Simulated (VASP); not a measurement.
# Be3CdS2 (P1) in VASP: relaxation of cell and atoms with PBE

Aim: the relaxation of cell and atoms of Be3CdS2 with PBE.

Everything below comes from runs of VASP 6.6.1. Logs are shortened: lines on timing, memory, paths and dates and some standing lists are left out, and cuts for length are marked.

## 1. The cell of the first run

The typed cell holds 12 atoms: a = 3.151 Å, b = 5.606 Å, c = 9.717 Å, α = 90.72°, β = 90.33°, γ = 88.32°.

## 2. Relaxation of cell and atoms, PBE

The input, INCAR:

```
SYSTEM = Be3CdS2
PREC = Accurate
ENCUT = 600
EDIFF = 1E-7
ISMEAR = 0
SIGMA = 0.2
LREAL = .False.
LASPH = .True.
NELM = 120
ALGO = Normal
ISIF = 3
LWAVE = .False.
LCHARG = .False.
GGA = PE
IBRION = 2
NSW = 80
EDIFFG = -0.025
GGA_COMPAT = .False.
NELMIN = 4
```

The input, KPOINTS:

```
regular mesh
0
Gamma
  8 4 2
  0 0 0
```

The input, POSCAR:

```
Be3CdS2
1.0
    0.0462393810     -0.0088942014      3.1506736869
    5.6056016546     -0.0352151983      0.0823789112
   -0.0609945125      9.7168815716     -0.0274455299
Be Cd S
6 2 4
Direct
    0.4442562185      0.2674193658      0.2542293114
    0.4882309696      0.7228340626      0.7486450011
    0.4569646072      0.5130053299     -0.0039397483
    0.4925456242      1.0197950775      0.5022721460
    0.5092209692      0.7572016448      0.2224815303
    0.5581947731      0.2018874285      0.7400292640
    0.4668324212      0.0222677979      0.0024444546
    0.4958921757      0.5046473004      0.5111599997
    1.0571053984      0.5254332199      0.1735090633
   -0.0086771735     -0.0283812366      0.6682286697
   -0.0121473740      0.9632160002      0.3349724950
    0.0515813903      0.5306740091      0.8459678132
```

Potentials or basis: VASP PAW PBE potentials, release 64 (Be, Cd, S).

Launch:

```bash
> cat potpaw_PBE.64/Be/POTCAR potpaw_PBE.64/Cd/POTCAR potpaw_PBE.64/S/POTCAR > POTCAR
> mpirun -np 1 vasp_std > vasp.out
```

OUTCAR:

```text
SYSTEM = Be3CdS2
   PREC = Accurate
   ENCUT = 600
   EDIFF = 1E-7
   ISMEAR = 0
   LREAL = .False.
   LASPH = .True.
   NELM = 120
   ISIF = 3
   GGA = PE
   IBRION = 2
   NSW = 80
   EDIFFG = -0.025
   NELMIN = 4

 ion  position               nearest neighbor table
   1  0.444  0.267  0.254-   9 2.03  11 2.40  11 2.51   9 2.58   7 2.79   8 2.82
   2  0.488  0.723  0.749-  12 2.02  10 2.21  12 2.26  10 2.29   8 2.60   7 2.97
   3  0.457  0.513  0.996-  12 1.93   9 2.14  12 2.39   9 2.55   7 2.75   7 2.86
   4  0.493  0.020  0.502-  10 2.26  11 2.27  10 2.29  11 2.29   8 2.72   8 2.89
   5  0.509  0.757  0.222-   9 2.01   9 2.18  11 2.20  11 2.26   7 2.62
   6  0.558  0.202  0.740-  10 1.98  10 2.33   7 2.77   8 2.82
   7  0.467  0.022  0.002-   5 2.62   3 2.75   6 2.77   1 2.79   3 2.86   2 2.97
   8  0.496  0.505  0.511-   2 2.60   4 2.72   6 2.82   1 2.82   4 2.89
   9  0.057  0.525  0.174-   5 2.01   1 2.03   3 2.14   5 2.18   3 2.55   1 2.58
  10  0.991  0.972  0.668-   6 1.98   2 2.21   4 2.26   4 2.29   2 2.29   6 2.33
  11  0.988  0.963  0.335-   5 2.20   5 2.26   4 2.27   4 2.29   1 2.40   1 2.51
  12  0.052  0.531  0.846-   3 1.93   2 2.02   2 2.26   3 2.39

  LATTYP: Found a triclinic cell.
 ALAT       =     5.6063175352
 B/A-ratio  =     0.5620490646
 C/A-ratio  =     1.7332432037
 COS(alpha) =     0.0057388197
 COS(beta)  =     0.0125989149
 COS(gamma) =     0.0293825497

  Lattice vectors:

 A1 = (   5.6056016546,  -0.0352151983,   0.0823789112)
 A2 = (   0.0462393810,  -0.0088942014,   3.1506736869)
 A3 = (   0.0609945125,  -9.7168815716,   0.0274455299)

Analysis of symmetry for initial positions (statically):
=====================================================================
 Subroutine PRICEL returns:
 Original cell was already a primitive cell.

 Routine SETGRP: Setting up the symmetry group for a
 triclinic supercell.

 Subroutine GETGRP returns: Found  1 space group operations
 (whereof  1 operations were pure point group operations)
 out of a pool of  2 trial point group operations.

The static configuration has the point symmetry C_1 .

Analysis of symmetry for dynamics (positions and initial velocities):
=====================================================================
 Subroutine PRICEL returns:
 Original cell was already a primitive cell.

 Routine SETGRP: Setting up the symmetry group for a
 triclinic supercell.

 Subroutine GETGRP returns: Found  1 space group operations
 (whereof  1 operations were pure point group operations)
 out of a pool of  2 trial point group operations.

The dynamic configuration has the point symmetry C_1 .

 Subroutine INISYM returns: Found  1 space group operations
 (whereof  1 operations are pure point group operations),
 and found     1 'primitive' translations

----------------------------------------------------------------------------------------

                                     Primitive cell

  volume of cell :     171.5689

  direct lattice vectors                    reciprocal lattice vectors
     0.046239381 -0.008894201  3.150673687    -0.004659934  0.000867430  0.317463275
     5.605601655 -0.035215198  0.082378911     0.178438412  0.001112700 -0.002615626
    -0.060994513  9.716881572 -0.027445530     0.000642418  0.102918502  0.000281106

  length of vectors
     3.151025526  5.606317535  9.717111766     0.317498659  0.178461050  0.102920891

  position of ions in fractional coordinates (direct lattice)
     0.444256219  0.267419366  0.254229311
     0.488230970  0.722834063  0.748645001
     0.456964607  0.513005330  0.996060252
     0.492545624  0.019795077  0.502272146
     0.509220969  0.757201645  0.222481530
     0.558194773  0.201887429  0.740029264
     0.466832421  0.022267798  0.002444455
     0.495892176  0.504647300  0.511160000
     0.057105398  0.525433220  0.173509063
     0.991322827  0.971618763  0.668228670
     0.987852626  0.963216000  0.334972495
     0.051581390  0.530674009  0.845967813

  ion indices of the primitive-cell ions
   primitive index   ion index
                 1           1
                 2           2
                 3           3
                 4           4
                 5           5
                 6           6
                 7           7
                 8           8
                 9           9
                10          10
                11          11
                12          12

----------------------------------------------------------------------------------------

 KPOINTS: regular mesh

Automatic generation of k-mesh.
 Grid dimensions read from file:
 generate k-points for:    8    4    2

 Generating k-lattice:

  Cartesian coordinates                     Fractional coordinates (reciprocal lattice)
    -0.000582492  0.000108429  0.039682909     0.125000000  0.000000000  0.000000000
     0.044609603  0.000278175 -0.000653907    -0.000000000  0.250000000 -0.000000000
     0.000321209  0.051459251  0.000140553     0.000000000  0.000000000  0.500000000

  Length of vectors
     0.039687332  0.044615263  0.051460446

  Shift w.r.t. Gamma in fractional coordinates (k-lattice)
     0.000000000  0.000000000  0.000000000

 Subroutine IBZKPT returns following result:
 ===========================================

 Found     36 irreducible k-points:

 Following reciprocal coordinates:
            Coordinates               Weight
  0.000000  0.000000  0.000000      1.000000
  0.125000 -0.000000 -0.000000      2.000000
  0.250000 -0.000000 -0.000000      2.000000
  0.375000  0.000000  0.000000      2.000000
  0.500000 -0.000000 -0.000000      1.000000
  0.000000  0.250000  0.000000      2.000000
[... 16 lines left out ...]
  0.500000  0.000000  0.500000      1.000000
 -0.000000  0.250000  0.500000      2.000000
 [... further k-points ...]
   k-points           NKPTS =     36   k-points in BZ     NKDIM =     36   number of bands    NBANDS=     37
   number of dos      NEDOS =    301   number of ions     NIONS =     12
   total plane-waves  NPLWV = 107520
   dimension x,y,z NGX =    28 NGY =   48 NGZ =   80
   dimension x,y,z NGXF=    56 NGYF=   96 NGZF=  160
   ions per type =               6   2   4
   NGX,Y,Z   is equivalent  to a cutoff of  14.77, 14.23, 13.69 a.u.
   NGXF,Y,Z  is equivalent  to a cutoff of  29.55, 28.47, 27.37 a.u.
 SYSTEM =  Be3CdS2
   PREC   = accura    normal or accurate (medium, high low for compatibility)
   ISTART =      0    job   : 0-new  1-cont  2-samecut
   ICHARG =      2    charge: 1-file 2-atom 10-const
   ISPIN  =      1    spin polarized calculation?
   LNONCOLLINEAR =      F non collinear calculations
   LSORBIT =      F    spin-orbit coupling
   LASPH  =      T    aspherical Exc in radial PAW
   ENCUT  =  600.0 eV  44.10 Ry    6.64 a.u.   6.29 11.20 19.41*2*pi/ulx,y,z
   NELM   =    120;   NELMIN=  4; NELMDL= -5     # of ELM steps
   EDIFF  = 0.1E-06   stopping-criterion for ELM
   LREAL  =      F    real-space projection
   EDIFFG = -.3E-01   stopping-criterion for IOM
   NSW    =     80    number of steps for IOM
   IBRION =      2    ionic relax: 0-MD 1-quasi-New 2-CG
   NFREE  =      1    steps in history (QN), initial steepest desc. (CG)
   ISIF   =      3    stress and relaxation
   ISYM   =      2    0-nonsym 1-usesym 2-fastsym
   POTIM  = 0.5000    time-step for ionic-motion
   TEBEG  =    0.0;   TEEND  =   0.0 temperature during run
   PSTRESS=    0.0 pullay stress
   NELECT =      60.0000    total number of electrons
   NUPDOWN=      -1.0000    fix difference up-down
   EMIN   =  10.00;   EMAX   =-10.00  energy-range for DOS
   EFERMI =   0.00;   METHOD = LEGACY
   ISMEAR =     0;   SIGMA  =   0.20  broadening in eV -4-tet -1-fermi 0-gaus
   EFERMI_NEDOS =   21; number of points for ismear=-14 and -15
   IALGO  =     38    algorithm
   IMIX   =      4    mixing-type and parameters
     AMIX     =   0.40;   BMIX     =  1.00
     AMIX_MAG =   1.60;   BMIX_MAG =  1.00
  volume/ion in A,a.u.               =      14.30        96.48
  Fermi-wavevector in a.u.,A,eV,Ry     =   1.153398  2.179606 18.100187  1.330326
  Thomas-Fermi vector in A             =   2.290042
   LORBIT       =      0    0 simple, 1 ext, 2 COOP (PROOUT), +10 PAW based schemes
   GGA     = PE    functional components
   LHFCALC =     F    Hartree Fock is set to
   AEXX    =    0.0000 exact exchange contribution
   IVDW    =     0    specifies the selected vdW correction
   LEPSILON=     F    determine dielectric tensor
   LRPA    =     F    only Hartree local field effects (RPA)
 conjugate gradient relaxation of ions
 non-spin polarized calculation
 Gauss-broadening in eV      SIGMA  =   0.20
  energy-cutoff  :      600.00
  volume of cell :      171.57
 maximum number of plane-waves:      5750
 NGX is ok and might be reduce to    28
   NGX = 13   NGY = 23   NGZ = 39

--------------------------------------- Ionic step        1  -------------------------------------------

 number of electron      60.0000000 magnetization

 Free energy of the ion-electron system (eV)
  ---------------------------------------------------
  ext. energy  EPLUGINS =         0.00000000
  ---------------------------------------------------
  free energy    TOTEN  =       -39.22455956 eV

  energy without entropy =      -39.13175046  energy(sigma->0) =      -39.17815501

------------------------ aborting loop because EDIFF is reached ----------------------------------------

  FORCE on cell =-STRESS in cart. coord.  units (eV):
  Direction    XX          YY          ZZ          XY          YZ          ZX
  --------------------------------------------------------------------------------------
  -------------------------------------------------------------------------------------
  Total        3.2446551      4.2095518      3.7105934      0.4355482      0.6530667     -0.9795726
  in kB       30.2998581     39.3104413     34.6509720      4.0673193      6.0985918     -9.1476317
  external PRESSURE =      34.7537571 kB  Pullay stress =       0.0000000 kB
[... 2058 lines left out ...]
     36       8.1649      0.00000
     37       8.5479      0.00000

 [... further k-points ...]

[... ionic steps 4 to 52 ...]

--------------------------------------- Ionic step       53  -------------------------------------------

 number of electron      60.0000004 magnetization

------------------------ aborting loop because EDIFF is reached ----------------------------------------

  FORCE on cell =-STRESS in cart. coord.  units (eV):
  Direction    XX          YY          ZZ          XY          YZ          ZX
  --------------------------------------------------------------------------------------
  -------------------------------------------------------------------------------------
  Total       -0.1274849     -0.0392673      0.0088744      0.0307545      0.0123597     -0.0029049
  in kB       -1.0530389     -0.3243521      0.0733031      0.2540352      0.1020928     -0.0239947
  external PRESSURE =      -0.4346959 kB  Pullay stress =       0.0000000 kB
[... 77 lines left out ...]
  energy  without entropy=      -44.2391244241  energy(sigma->0) =      -44.24176918

--------------------------------------- Ionic step       55  -------------------------------------------

 number of electron      60.0000004 magnetization

 Free energy of the ion-electron system (eV)
  ---------------------------------------------------
  ext. energy  EPLUGINS =         0.00000000
  ---------------------------------------------------
  free energy    TOTEN  =       -44.24485477 eV

  energy without entropy =      -44.23961207  energy(sigma->0) =      -44.24223342

 E-fermi :   4.2459     XC(G=0):  -9.6407

 val. band max:        4.0938689511   @ k =   0.0000   0.0000   0.0000
 cond. band min:       4.3862595311   @ k =   0.3750  -0.0000   0.5000
 fundamental gap:      0.2923905800
 Fermi energy:         4.2458665612

 k-point     1 :       0.0000    0.0000    0.0000
  band No.  band energies     occupation
      1     -10.5882      2.00000
      2     -10.4526      2.00000
      3      -9.5844      2.00000
      4      -9.4111      2.00000
      5      -4.4940      2.00000
      6      -4.4543      2.00000
[... 990 lines left out ...]
  FREE ENERGIE OF THE ION-ELECTRON SYSTEM (eV)
  ---------------------------------------------------
  free  energy   TOTEN  =       -44.2448547676 eV

  energy  without entropy=      -44.2396120650  energy(sigma->0) =      -44.24223342

 reached required accuracy - stopping structural energy minimisation
```

Run time: 1.8 h. Hardware: 1 thread of Intel Xeon 6975P-C (Granite Rapids), shared host; peak memory 0.52 GiB.

Results:

```yaml
Free_energy: -44.2449 eV
Relaxed_volume: 16.15 Å³/atom
Relaxed_cell: a = 3.440 Å, b = 5.259 Å, c = 11.246 Å, α = 89.98°, β = 107.69°, γ = 90.00°
Space_group_after_relaxing_to_0.1_Å: Pnn2 (No. 34)
Energy_gained_by_relaxing: 418.4 meV/atom
Ionic_steps: 55
Pressure_after_relaxing: 0.0 GPa
Largest_force_after_relaxing: 0.020 eV/Å
Band_gap_on_the_k_mesh: 0.29 eV (least direct gap 0.55 eV)
```

Forces on the atoms (eV/Å):
```
Be  -0.009  0.003 -0.004
Be  -0.003 -0.004 -0.003
Be   0.004  0.006  0.000
Be   0.000  0.004  0.008
Be  -0.009  0.006 -0.005
Be   0.002  0.006  0.001
Cd   0.005 -0.003  0.005
Cd  -0.006 -0.001 -0.010
S    0.002 -0.009  0.003
S    0.007 -0.016  0.006
S   -0.010  0.006 -0.009
S    0.018  0.002  0.006
```

Step by step:
| step | energy change (eV) | largest force (eV/Å) | pressure (GPa) | volume (Å³) |
| --- | --- | --- | --- | --- |
| 1 | 0.0000 | 2.0419 | 3.48 | 171.57 |
| 3 | -0.6480 | 0.7900 | -3.72 | 183.49 |
| 5 | -0.9593 | 0.4664 | 0.49 | 171.88 |
| 7 | -1.1052 | 0.6927 | 0.35 | 171.23 |
| 9 | -1.2929 | 0.7198 | -0.28 | 172.50 |
| 11 | -1.3791 | 0.6100 | -0.68 | 173.71 |
| 13 | -1.5391 | 0.5288 | 0.92 | 170.62 |
| 15 | -1.7793 | 0.8126 | -0.80 | 174.99 |
| 17 | -1.9492 | 0.8162 | 0.02 | 174.25 |
| 19 | -2.0821 | 0.5796 | 0.12 | 174.23 |
| 21 | -2.2039 | 0.6997 | -0.02 | 175.10 |
| 23 | -2.4396 | 0.8538 | 0.44 | 175.84 |
| 25 | -2.5002 | 1.0079 | 0.86 | 176.18 |
| 27 | -2.8077 | 1.3987 | 0.63 | 179.33 |
| 29 | -2.8767 | 1.8810 | 0.67 | 180.87 |
| 31 | -3.2590 | 0.8771 | -0.27 | 186.56 |
| 33 | -3.6612 | 0.9333 | -0.16 | 187.63 |
| 35 | -4.1082 | 1.7578 | 1.38 | 187.19 |
| 37 | -4.3204 | 0.9427 | 0.19 | 189.44 |
| 39 | -4.5542 | 0.5973 | -0.41 | 191.49 |
| 41 | -4.7707 | 0.5042 | 0.19 | 190.50 |
| 43 | -4.9064 | 0.3084 | 0.06 | 192.26 |
| 45 | -4.9683 | 0.2075 | -0.14 | 193.74 |
| 47 | -5.0056 | 0.1842 | 0.08 | 193.70 |
| 49 | -5.0154 | 0.0977 | -0.09 | 194.18 |
| 51 | -5.0186 | 0.0661 | 0.06 | 193.75 |
| 53 | -5.0199 | 0.0402 | -0.04 | 193.97 |
| 55 | -5.0203 | 0.0196 | 0.00 | 193.82 |

Final structure:
```xyz
12
Lattice="0.0076 -0.5360 3.3976 5.2591 0.0278 -0.0069 -0.0568 11.1159 -1.7065" Properties=species:S:1:pos:R:3 pbc="T T T"
Be    0.9011    3.4037    0.7314
Be    4.3117    7.1497    1.3142
Be    2.5704   10.9754   -0.7376
Be   -0.0245    5.4047    0.1172
Be    3.5411    1.5826    2.1738
Be    1.6698    8.9651   -0.1327
Cd    5.2034   10.8737   -0.0104
Cd    2.6077    5.3026    0.8559
S     2.3538    1.9162    0.4876
S     0.2302    7.4648   -0.3688
S     4.9813    3.0864    2.4140
S     2.8559    8.6367    1.5539
```

Levels at points of the mesh, in eV from the valence-band top:
| k point | band 26 | band 27 | band 28 | band 29 | band 30 | band 31 | band 32 | band 33 | band 34 | band 35 |
| --- | --- | --- | --- | --- | --- | --- | --- | --- | --- | --- |
| (0.00, 0.00, 0.00) | -2.44 | -2.39 | -1.34 | -0.80 | 0.00 | 1.19 | 2.14 | 2.28 | 2.38 | 3.08 |
| (0.50, 0.00, 0.00) | -3.47 | -2.11 | -2.10 | -0.34 | -0.34 | 0.65 | 0.65 | 2.14 | 2.16 | 2.35 |
| (0.00, 0.50, 0.00) | -2.95 | -2.23 | -2.23 | -0.39 | -0.38 | 1.65 | 1.65 | 3.26 | 3.26 | 3.87 |
| (0.50, 0.50, 0.00) | -3.71 | -1.77 | -1.40 | -0.83 | -0.79 | 1.00 | 1.06 | 1.84 | 2.03 | 3.09 |
| (0.00, 0.00, 0.50) | -2.60 | -2.30 | -2.30 | -0.26 | -0.26 | 1.43 | 1.43 | 2.29 | 2.29 | 3.60 |
| (0.50, 0.00, 0.50) | -3.46 | -2.18 | -2.18 | -0.28 | -0.28 | 0.54 | 0.55 | 1.99 | 1.99 | 2.86 |
| (0.00, 0.50, 0.50) | -3.02 | -2.23 | -2.23 | -0.53 | -0.53 | 1.59 | 1.59 | 3.51 | 3.51 | 3.80 |
| (0.50, 0.50, 0.50) | -3.48 | -1.86 | -1.86 | -0.83 | -0.82 | 1.01 | 1.02 | 2.55 | 2.56 | 3.56 |

Caveat: semilocal functionals underestimate gaps, and a narrow one can read as zero; a cell axis changed by over 15 % at a fixed basis, so the end point is rough. A k mesh can miss the band edges.
